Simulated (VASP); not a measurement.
# Hf (P6_3/mmc) in VASP: a series of runs

Runs on Hf. Level: LDA. Tasks: vibrations by perturbation theory.

Program: VASP 6.6.1. These are calculated values, not measurements. Logs are shortened: lines on timing, memory, paths and dates and some standing lists are left out, and cuts for length are marked.

## (1) The cell of the first run

The structure is hexagonal, space group P6_3/mmc (No. 194). Conventional cell: a = 3.037 Å, b = 3.037 Å, c = 4.843 Å, α = 90.00°, β = 90.00°, γ = 120.00°. Hf (site symmetry -6m2) has 12 Hf at 2.99 to 3.04 Å within 3.9 Å.

## (2) Vibrations by perturbation theory, LDA

Input file INCAR:

```
PREC = Accurate
ENCUT = 520
EDIFF = 1E-8
ISMEAR = 0
SIGMA = 0.1
LREAL = F
LASPH = T
NELM = 60
ALGO = Normal
ISIF = 2
LWAVE = F
LCHARG = T
GGA = CA
IBRION = 8
NSW = 1
```

Input file KPOINTS:

```
regular mesh
0
Gamma
  16 16 10
```

Input file POSCAR:

```
Hf
1.0
    3.0372208155      0.0000000000      0.0000000000
   -1.5186104078      2.6303103832      0.0000000000
    0.0000000000      0.0000000000      4.8433521039
Hf
2
Direct
    0.3333333333      0.6666666667      0.2500000000
    0.6666666667      0.3333333333      0.7500000000
```

Potentials or basis: VASP PAW LDA potentials, release 64 (Hf_pv).

The run is started by

```
> cat potpaw_LDA.64/Hf_pv/POTCAR > POTCAR
> mpirun -np 1 vasp_std > vasp.out
```

OUTCAR:

```text
PREC = Accurate
   ENCUT = 520
   EDIFF = 1E-8
   ISMEAR = 0
   LREAL = F
   LASPH = T
   NELM = 60
   ISIF = 2
   GGA = CA
   IBRION = 8
   NSW = 1

 ion  position               nearest neighbor table
   1  0.333  0.667  0.250-   2 2.99   2 2.99   2 2.99   2 2.99   2 2.99   2 2.99
   2  0.667  0.333  0.750-   1 2.99   1 2.99   1 2.99   1 2.99   1 2.99   1 2.99

  LATTYP: Found a hexagonal cell.
 ALAT       =     3.0372208155
 C/A-ratio  =     1.5946657810

  Lattice vectors:

 A1 = (   3.0372208155,   0.0000000000,   0.0000000000)
 A2 = (  -1.5186104078,   2.6303103832,   0.0000000000)
 A3 = (   0.0000000000,   0.0000000000,   4.8433521039)

Analysis of symmetry for initial positions (statically):
=====================================================================
 Subroutine PRICEL returns:
 Original cell was already a primitive cell.

 Routine SETGRP: Setting up the symmetry group for a
 hexagonal supercell.

 Subroutine GETGRP returns: Found 24 space group operations
 (whereof 12 operations were pure point group operations)
 out of a pool of 24 trial point group operations.

The static configuration has the point symmetry D_3d.
 The point group associated with its full space group is D_6h.

Analysis of symmetry for dynamics (positions and initial velocities):
=====================================================================
 Subroutine PRICEL returns:
 Original cell was already a primitive cell.

 Routine SETGRP: Setting up the symmetry group for a
 hexagonal supercell.

 Subroutine GETGRP returns: Found 24 space group operations
 (whereof 12 operations were pure point group operations)
 out of a pool of 24 trial point group operations.

The dynamic configuration has the point symmetry D_3d.
 The point group associated with its full space group is D_6h.

 Subroutine INISYM returns: Found 24 space group operations
 (whereof 12 operations are pure point group operations),
 and found     1 'primitive' translations

----------------------------------------------------------------------------------------

[... 576 lines left out ...]
    -1.518610408  2.630310383  0.000000000     0.000000000  0.380183269  0.000000000
     0.000000000  0.000000000  4.843352104     0.000000000  0.000000000  0.206468574

 POSITION                                       TOTAL-FORCE (eV/Angst)
 -----------------------------------------------------------------------------------
     -0.00000      1.75354      1.21084         0.000000     -0.000000      0.000000
      1.51861      0.87677      3.63251        -0.000000      0.000000      0.000000
 -----------------------------------------------------------------------------------
    total drift:                               -0.000000      0.000000     -0.000000

  FREE ENERGIE OF THE ION-ELECTRON SYSTEM (eV)
  ---------------------------------------------------
  free  energy   TOTEN  =       -21.3048049181 eV

  energy  without entropy=      -21.2973384187  energy(sigma->0) =      -21.30107167

[... ionic steps 2 to 3 ...]

--------------------------------------- Ionic step        4  -------------------------------------------

------------------------ aborting loop because EDIFF is reached ----------------------------------------

[... ionic steps 5 to 5 ...]

--------------------------------------- Ionic step        6  -------------------------------------------

 Free energy of the ion-electron system (eV)
  ---------------------------------------------------
  ---------------------------------------------------
  free energy    TOTEN  =        -0.24847648 eV

  energy without entropy =       -0.24847648

------------------------ aborting loop because EDIFF is reached ----------------------------------------

 INTERNAL STRAIN TENSOR  FOR ION    1  DIRECTION 3   (eV/Angst):
 -----------------------------------------------------------------------------
     0.05894 -0.00000  0.00000
    -0.00000  0.05894 -0.00000
     0.00000  0.00000 -0.10597

 INTERNAL STRAIN TENSOR FOR ION    2 for displacements in x,y,z  (eV/Angst):
          X           Y           Z          XY          YZ          ZX
  --------------------------------------------------------------------------------
  x    -0.00000     0.00000     0.00000     2.52010     0.00000     0.00000
  y     2.52010    -2.52010    -0.00000     0.00000     0.00000     0.00000
  z     0.00000    -0.00000     0.00000    -0.00000    -0.00000     0.00000

 SECOND DERIVATIVES (NOT SYMMETRIZED)
 ------------------------------------
               1X          1Y          1Z          2X          2Y          2Z
  1X    -1.514967    0.000000    0.000000    1.514967   -0.000000    0.000000
  1Y     0.000000   -1.514967    0.000000   -0.000000    1.514967    0.000000
  1Z     0.000000   -0.000000   -6.618070    0.000000    0.000000    6.618070
  2X     1.514967   -0.000000    0.000000   -1.514967    0.000000    0.000000
  2Y    -0.000000    1.514967    0.000000    0.000000   -1.514967    0.000000
  2Z     0.000000    0.000000    6.618070    0.000000   -0.000000   -6.618070

 Eigenvectors and eigenvalues of the dynamical matrix
 ----------------------------------------------------

   1 f  =    4.257204 THz    26.748802 2PiTHz  142.005044 cm-1    17.606374 meV
             X         Y         Z           dx          dy          dz
     -0.000000  1.753540  1.210838     0.000000    0.000000    0.707107
      1.518610  0.876770  3.632514     0.000000   -0.000000   -0.707107
[... 16 lines left out ...]
   5 f  =    0.000000 THz     0.000000 2PiTHz    0.000001 cm-1     0.000000 meV
             X         Y         Z           dx          dy          dz
     -0.000000  1.753540  1.210838     0.684152    0.175067   -0.035889
      1.518610  0.876770  3.632514     0.684152    0.175067   -0.035889

   6 f/i=    0.000000 THz     0.000000 2PiTHz    0.000001 cm-1     0.000000 meV
             X         Y         Z           dx          dy          dz
     -0.000000  1.753540  1.210838    -0.002213   -0.133695   -0.694349
      1.518610  0.876770  3.632514    -0.002213   -0.133695   -0.694349

--------------------------------------------------------------------------------------------------------

 ELASTIC MODULI CONTR FROM IONIC RELAXATION (kBar)
 Direction    XX          YY          ZZ          XY          YZ          ZX
 --------------------------------------------------------------------------------
 XX        -173.5857    173.5857      0.0000      0.0000     -0.0000      0.0000
 YY         173.5857   -173.5857     -0.0000      0.0000      0.0000      0.0000
 ZZ           0.0000     -0.0000     -0.0000     -0.0000      0.0000      0.0000
 XY           0.0000      0.0000     -0.0000   -173.5857     -0.0000      0.0000
 YZ          -0.0000      0.0000      0.0000     -0.0000     -0.0000      0.0000
 ZX           0.0000      0.0000      0.0000      0.0000      0.0000      0.0000
 --------------------------------------------------------------------------------
```

OSZICAR:

```text
N       E                     dE             d eps       ncg     rms          rms(c)
DAV:   1     0.474884242905E+02    0.47488E+02   -0.11931E+04  5072   0.139E+03
DAV:   2    -0.200444581564E+02   -0.67533E+02   -0.66207E+02  6366   0.274E+02
DAV:   3    -0.219142892356E+02   -0.18698E+01   -0.18318E+01  6744   0.301E+01
DAV:   4    -0.219312499460E+02   -0.16961E-01   -0.16951E-01  5876   0.332E+00
[... 57 lines left out ...]
RMM:  16    -0.248476485389E+00   -0.43198E-08    0.25590E-07 13714   0.587E-05    0.255E-06
RMM:  17    -0.248476467931E+00    0.17457E-07    0.33056E-07 11353   0.550E-05    0.139E-06
RMM:  18    -0.248476481025E+00   -0.13094E-07    0.10787E-07 10809   0.531E-05    0.756E-07
RMM:  19    -0.248476474536E+00    0.64896E-08    0.12879E-07 10473   0.521E-05    0.945E-07
RMM:  20    -0.248476475549E+00   -0.10132E-08    0.87539E-08  9659   0.514E-05    0.528E-07
 Linear response finished
```

stdout:

```text
POSCAR found type information on POSCAR Hf
 POSCAR found :  1 types and       2 ions
 scaLAPACK will be used
 LDA part: xc-table for (Slater(with rela. corr.)+CA(PZ))
 , standard interpolation
 POSCAR, INCAR and KPOINTS ok, starting setup
 FFT: planning ... GRIDC
 FFT: planning ... GRID_SOFT
 FFT: planning ... GRID
 WAVECAR not read
 entering main loop
 Linear response reoptimize wavefunctions to high precision
 Linear response DOF=           2
 Linear response progress:
 first order change of Fermi-energy  -0.97648E-05
 force on displaced ion       1 direction 1 :  -1.515  -0.000   0.000
 Linear response progress:
 first order change of Fermi-energy  -0.15180E-03
 force on displaced ion       1 direction 3 :  -0.000  -0.000  -6.618
 Linear response finished
```

Run time: 23 min. Hardware: 1 thread of Intel Xeon 8259CL, shared host; peak memory 0.85 GiB.

Results:

| Item | Value |
| --- | --- |
| Highest phonon frequency at Γ | 142 cm⁻¹ |

Phonon frequencies in cm⁻¹ (negative: imaginary):
| q point | frequencies |
| --- | --- |
| (0.000, 0.000, 0.000) | 0 0 0 68 68 142 |

Caveat: the cell stands under pressure or tension, which shifts response properties; spin-orbit coupling is left out, which moves the levels of the heavy elements.

## (3) Vibrations by perturbation theory, LDA

This run uses another cell than the first one, of 20.82 Å³/atom.

Input file INCAR:

```
SYSTEM = Hf
ALGO = Fast
EDIFF = 1E-8
ENCUT = 520
IBRION = 8
ISIF = 2
ISMEAR = 0
LASPH = .TRUE.
LCHARG = .FALSE.
LREAL = .FALSE.
LWAVE = .FALSE.
NELM = 100
NSW = 1
PREC = Accurate
SIGMA = 0.1
```

Input file KPOINTS:

```
k-points
0
G
  16 16 10
  0 0 0
```

Input file POSCAR:

```
Hf
1.0
    3.1189593372      0.0000000000      0.0000000000
   -1.5594796686      2.7010980193      0.0000000000
    0.0000000000      0.0000000000      4.9424847241
Hf
2
Direct
    0.3333333333      0.6666666667      0.2500000000
    0.6666666667      0.3333333333      0.7500000000
```

Potentials or basis: VASP PAW LDA potentials, release 64 (Hf_pv).

The run is started by

```
> cat potpaw_LDA.64/Hf_pv/POTCAR > POTCAR
> mpirun -np 1 vasp_std > vasp.out
```

OUTCAR:

```text
SYSTEM = Hf
   EDIFF = 1E-8
   ENCUT = 520
   IBRION = 8
   ISIF = 2
   ISMEAR = 0
   LASPH = .TRUE.
   LREAL = .FALSE.
   NELM = 100
   NSW = 1
   PREC = Accurate

 ion  position               nearest neighbor table
   1  0.333  0.667  0.250-   2 3.06   2 3.06   2 3.06   2 3.06   2 3.06   2 3.06
   2  0.667  0.333  0.750-   1 3.06   1 3.06   1 3.06   1 3.06   1 3.06   1 3.06

  LATTYP: Found a hexagonal cell.
 ALAT       =     3.1189593372
 C/A-ratio  =     1.5846582753

  Lattice vectors:

 A1 = (   3.1189593372,   0.0000000000,   0.0000000000)
 A2 = (  -1.5594796686,   2.7010980193,   0.0000000000)
 A3 = (   0.0000000000,   0.0000000000,   4.9424847241)

Analysis of symmetry for initial positions (statically):
=====================================================================
 Subroutine PRICEL returns:
 Original cell was already a primitive cell.

 Routine SETGRP: Setting up the symmetry group for a
 hexagonal supercell.

 Subroutine GETGRP returns: Found 24 space group operations
 (whereof 12 operations were pure point group operations)
 out of a pool of 24 trial point group operations.

The static configuration has the point symmetry D_3d.
 The point group associated with its full space group is D_6h.

Analysis of symmetry for dynamics (positions and initial velocities):
=====================================================================
 Subroutine PRICEL returns:
 Original cell was already a primitive cell.

 Routine SETGRP: Setting up the symmetry group for a
 hexagonal supercell.

 Subroutine GETGRP returns: Found 24 space group operations
 (whereof 12 operations were pure point group operations)
 out of a pool of 24 trial point group operations.

The dynamic configuration has the point symmetry D_3d.
 The point group associated with its full space group is D_6h.

 Subroutine INISYM returns: Found 24 space group operations
 (whereof 12 operations are pure point group operations),
 and found     1 'primitive' translations

----------------------------------------------------------------------------------------

                                     Primitive cell

  volume of cell :      41.6385

  direct lattice vectors                    reciprocal lattice vectors
     3.118959337  0.000000000  0.000000000     0.320619762  0.185109906  0.000000000
    -1.559479669  2.701098019  0.000000000     0.000000000  0.370219812  0.000000000
     0.000000000  0.000000000  4.942484724     0.000000000  0.000000000  0.202327383

  length of vectors
     3.118959337  3.118959337  4.942484724     0.370219812  0.370219812  0.202327383

  position of ions in fractional coordinates (direct lattice)
     0.333333333  0.666666667  0.250000000
[... 148 lines left out ...]
     10       6.4357      0.00000
     11       6.4357      0.00000
     12       6.7200      0.00000
     13       7.3256      0.00000
     14       7.3256      0.00000
[... 377 lines left out ...]
      1     -25.2139      2.00000
      2     -25.1932      2.00000
      3     -25.1183      2.00000
      4     -24.8644      2.00000
      5     -24.6992      2.00000
      6     -24.6902      2.00000
      7       1.4784      2.00000
      8       3.3085      2.00000
      9       3.5044      2.00000
     10       4.0071      2.00000
     11       5.6544      0.00000
     12       6.2962      0.00000
     13       6.6347      0.00000
     14       9.2498      0.00000

 [... further k-points ...]
[... 5 lines left out ...]
  --------------------------------------------------------------------------------------
  -------------------------------------------------------------------------------------
  Total        0.0220867      0.0220867      0.0190409      0.0000000      0.0000000      0.0000000
  in kB        0.8498567      0.8498567      0.7326621      0.0000000      0.0000000      0.0000000
  external PRESSURE =       0.8107918 kB  Pullay stress =       0.0000000 kB

 VOLUME and BASIS-vectors are now :
 -----------------------------------------------------------------------------
  energy-cutoff  :      520.00
  volume of cell :       41.64
      direct lattice vectors                 reciprocal lattice vectors
     3.118959337  0.000000000  0.000000000     0.320619762  0.185109906  0.000000000
    -1.559479669  2.701098019  0.000000000     0.000000000  0.370219812  0.000000000
     0.000000000  0.000000000  4.942484724     0.000000000  0.000000000  0.202327383

 POSITION                                       TOTAL-FORCE (eV/Angst)
 -----------------------------------------------------------------------------------
     -0.00000      1.80073      1.23562         0.000000     -0.000000      0.000000
      1.55948      0.90037      3.70686        -0.000000      0.000000      0.000000
 -----------------------------------------------------------------------------------
    total drift:                               -0.000000      0.000000     -0.000000

  FREE ENERGIE OF THE ION-ELECTRON SYSTEM (eV)
  ---------------------------------------------------
  free  energy   TOTEN  =       -21.3945475830 eV

  energy  without entropy=      -21.3873155503  energy(sigma->0) =      -21.39093157

[... ionic steps 2 to 3 ...]

--------------------------------------- Ionic step        4  -------------------------------------------

------------------------ aborting loop because EDIFF is reached ----------------------------------------

[... ionic steps 5 to 5 ...]

--------------------------------------- Ionic step        6  -------------------------------------------

 Free energy of the ion-electron system (eV)
  ---------------------------------------------------
  ---------------------------------------------------
  free energy    TOTEN  =        -0.24916933 eV

  energy without entropy =       -0.24916933

------------------------ aborting loop because EDIFF is reached ----------------------------------------

 INTERNAL STRAIN TENSOR  FOR ION    1  DIRECTION 3   (eV/Angst):
 -----------------------------------------------------------------------------
     0.04783 -0.00000  0.00000
     0.00000  0.04783 -0.00000
     0.00000 -0.00000 -0.08856

 INTERNAL STRAIN TENSOR FOR ION    2 for displacements in x,y,z  (eV/Angst):
          X           Y           Z          XY          YZ          ZX
  --------------------------------------------------------------------------------
  x     0.00000     0.00000     0.00000     2.37956     0.00000     0.00000
  y     2.37956    -2.37956    -0.00000     0.00000     0.00000     0.00000
  z     0.00000     0.00000     0.00000    -0.00000     0.00000     0.00000

 SECOND DERIVATIVES (NOT SYMMETRIZED)
 ------------------------------------
               1X          1Y          1Z          2X          2Y          2Z
  1X    -1.783446    0.000000    0.000000    1.783446    0.000000    0.000000
  1Y     0.000000   -1.783446    0.000000    0.000000    1.783446    0.000000
  1Z    -0.000000    0.000000   -4.154822    0.000000    0.000000    4.154822
  2X     1.783446    0.000000    0.000000   -1.783446    0.000000    0.000000
  2Y     0.000000    1.783446    0.000000    0.000000   -1.783446    0.000000
  2Z     0.000000    0.000000    4.154822   -0.000000    0.000000   -4.154822

 Eigenvectors and eigenvalues of the dynamical matrix
 ----------------------------------------------------

   1 f  =    3.373145 THz    21.194094 2PiTHz  112.515998 cm-1    13.950200 meV
             X         Y         Z           dx          dy          dz
     -0.000000  1.800732  1.235621    -0.000000    0.000000   -0.707107
      1.559480  0.900366  3.706864     0.000000    0.000000    0.707107
[... 16 lines left out ...]
   5 f  =    0.000000 THz     0.000000 2PiTHz    0.000000 cm-1     0.000000 meV
             X         Y         Z           dx          dy          dz
     -0.000000  1.800732  1.235621     0.000000    0.000000    0.707107
      1.559480  0.900366  3.706864    -0.000000    0.000000    0.707107

   6 f/i=    0.000000 THz     0.000000 2PiTHz    0.000000 cm-1     0.000000 meV
             X         Y         Z           dx          dy          dz
     -0.000000  1.800732  1.235621     0.119573   -0.696923   -0.000000
      1.559480  0.900366  3.706864     0.119573   -0.696923    0.000000

--------------------------------------------------------------------------------------------------------

 ELASTIC MODULI CONTR FROM IONIC RELAXATION (kBar)
 Direction    XX          YY          ZZ          XY          YZ          ZX
 --------------------------------------------------------------------------------
 XX        -122.1651    122.1651      0.0000      0.0000     -0.0000     -0.0000
 YY         122.1651   -122.1651     -0.0000     -0.0000     -0.0000     -0.0000
 ZZ           0.0000     -0.0000     -0.0000     -0.0000     -0.0000     -0.0000
 XY           0.0000     -0.0000     -0.0000   -122.1651      0.0000      0.0000
 YZ          -0.0000     -0.0000     -0.0000      0.0000     -0.0000     -0.0000
 ZX          -0.0000     -0.0000     -0.0000      0.0000     -0.0000     -0.0000
 --------------------------------------------------------------------------------
```

OSZICAR:

```text
N       E                     dE             d eps       ncg     rms          rms(c)
DAV:   1     0.470029155416E+02    0.47003E+02   -0.11826E+04  5064   0.137E+03
DAV:   2    -0.201238720860E+02   -0.67127E+02   -0.65914E+02  6276   0.272E+02
[... 62 lines left out ...]
RMM:  14    -0.249169259293E+00   -0.45730E-07    0.12027E-06 16697   0.112E-04    0.282E-05
RMM:  15    -0.249169319750E+00   -0.60457E-07    0.26892E-07 16389   0.991E-05    0.483E-06
RMM:  16    -0.249169306400E+00    0.13350E-07    0.33543E-07 15691   0.921E-05    0.314E-06
RMM:  17    -0.249169341102E+00   -0.34701E-07   -0.54356E-08 15294   0.885E-05    0.226E-06
RMM:  18    -0.249169324645E+00    0.16457E-07    0.92095E-08 15393   0.865E-05    0.187E-06
RMM:  19    -0.249169333994E+00   -0.93497E-08   -0.36438E-08 15195   0.854E-05    0.125E-06
 Linear response finished
```

It took 29 min on 1 thread of Intel Xeon 8259CL, shared host; peak memory 0.89 GiB.

Results:

* Highest phonon frequency at Γ: 113 cm⁻¹

Phonon frequencies in cm⁻¹ (negative: imaginary):
| q point | frequencies |
| --- | --- |
| (0.000, 0.000, 0.000) | 0 0 0 74 74 113 |

Caveat: spin-orbit coupling is left out, which moves the levels of the heavy elements.
